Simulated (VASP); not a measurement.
Set up this calculation in VASP 6.6.1, as the native input.

| Item | Value |
| --- | --- |
| Task | relaxation of the atoms |
| Functional | LDA |
| Potentials or basis | VASP PAW LDA potentials, release 64 (Mo_sv, Si) |
| Cutoff | 520 eV |
| k mesh | 9 × 9 × 1 |
| Occupations | gaussian, width 0.1 eV |
| Spin | no spin polarisation |
| Dipole correction | yes |
| Atoms held fixed (from 0) | [0, 1] |
| Further INCAR settings | ALGO = Normal; EDIFF = 1e-06; IBRION = 2; EDIFFG = -0.03; NSW = 90 |

The structure of SiMo5 lies in POSCAR:

```
SiMo5
1.0
    3.1113246204      0.0000000000      0.0000000000
    0.0000000000      3.1113246204      0.0000000000
    0.0000000000      0.0000000000     25.2226492409
Mo Si
5 1
Selective dynamics
Direct
    0.5000000000      0.5000000000      0.3369986998  F F F
    0.0000000000      0.0000000000      0.3986758970  F F F
    0.5000000000      0.5000000000      0.4587746558  T T T
    0.0000000000      0.0000000000      0.5228615450  T T T
    0.5000000000      0.5000000000      0.5771433068  T T T
    0.0000000000      0.5000000000      0.6627806234  T T T
```

These files were run (other wordings do the same):

INCAR

```
SYSTEM = SiMo5
ALGO     = Normal         ! electronic algorithm
DIPOL    = 0.5 0.5 0.493
EDIFF    = 1E-6           ! SCF threshold, eV
EDIFFG   = -0.03          ! ionic threshold
ENCUT    = 520            ! plane-wave cutoff, eV
GGA      = CA             ! functional
IBRION   = 2              ! ionic algorithm
IDIPOL   = 3            
ISIF     = 2              ! what is computed and relaxed
ISMEAR   = 0              ! smearing method
KPAR     = 2            
LASPH    = .TRUE.         ! aspherical terms in the spheres
LCHARG   = .FALSE.        ! write CHGCAR
LDIPOL   = .TRUE.       
LREAL    = .FALSE.        ! projectors in reciprocal space
LWAVE    = .FALSE.        ! write WAVECAR
NELM     = 60             ! most SCF steps
NSW      = 90             ! ionic steps
PREC     = Accurate       ! precision mode
SIGMA    = 0.1            ! smearing width, eV
```

KPOINTS

```
k-points
0
G
  9 9 1
  0 0 0
```

Potentials or basis: VASP PAW LDA potentials, release 64 (Mo_sv, Si).

Run with:

```console
$ cat potpaw_LDA.64/Mo_sv/POTCAR potpaw_LDA.64/Si/POTCAR > POTCAR
$ mpirun -np 2 vasp_std > vasp.out
```

It gave:

| Item | Value |
| --- | --- |
| Energy gained by relaxing | 23.8 meV/atom |
| Ionic steps | 9 |
| Band gap on the k mesh | zero (bands 37 and 38 overlap by 1.18 eV) |

Run time: 10 min on 2 MPI ranks on Intel(R) Xeon(R) Platinum 8488C (Sapphire Rapids), with other jobs on the host, peak memory 0.38 GiB a rank.
